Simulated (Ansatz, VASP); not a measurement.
Two plane-wave programs on SnTe

INCAR

```
SYSTEM = SnTe
  ALGO = Normal
  EDIFF = 1E-6
  ENCUT = 520
  GGA = PE
  ISIF = 2
  ISMEAR = 0
  LASPH = .TRUE.
  LCHARG = .FALSE.
  LREAL = .FALSE.
  LWAVE = .FALSE.
  NBANDS = 17
  NELM = 80
  PREC = Accurate
  SIGMA = 0.03
```

KPOINTS

```
k-points
0
G
  10 10 10
  0 0 0
```

The input POSCAR:

```
SnTe
1.0
    0.0000000000      2.9986750000      3.3143250000
    2.9986750000      0.0000000000      3.3143250000
    2.9986750000      2.9986750000      0.0000000000
Sn Te
1 1
Direct
    0.0000000000      0.0000000000      0.0000000000
    0.5000000000      0.5000000000      0.5000000000
```

Input for Ansatz:

```yaml
crystal:
  lattice:
    - [0.0, 2.998675, 3.314325]
    - [2.998675, 0.0, 3.314325]
    - [2.998675, 2.998675, 0.0]
  atoms:
    - { symbol: Sn, position: [0.0, 0.0, 0.0] }
    - { symbol: Te, position: [0.5, 0.5, 0.5] }
basis:
  ecutwfc: 420
kpoints:
  mp_grid: { grid: [10, 10, 10] }
hamiltonian:
  xc: pbe
scf:
  occupations: { method: gaussian, width: 0.03 }
output:
  forces: true
  stress: true
  eigenvalues: true
```

Change from the starting cell: strain -0.050 along x and y, +0.050 along z, atoms carried along.

Alike in both runs: task single point; functional PBE; k mesh 10 × 10 × 10; occupations gaussian, width 0.03 eV; no spin polarisation.

|  | VASP | Ansatz |
| --- | --- | --- |
| version | VASP 6.6.1 | Ansatz 0.2.0 |
| potentials or method | VASP PAW PBE potentials, release 64 (Sn_d, Te), cutoff 520 eV | scalar-relativistic, plane waves, PAW |
| valence electrons in the cell | 20 | 30 |

```tsv
	VASP	Ansatz	Ansatz less VASP
gap on the k mesh at the Fermi level (eV)	none	none	-
pressure (GPa)	6.2	6.2	+0.05
traceless stress, the component that is largest in VASP (GPa)	-8.90	-8.89	+0.009
```

A gap of «none» marks a metal or a gap that the smearing closes. VASP's potentials hold 20 valence electrons a cell and Ansatz's 30, so a difference there can come from the potentials and not from the codes.

Neither program's run includes spin-orbit coupling.
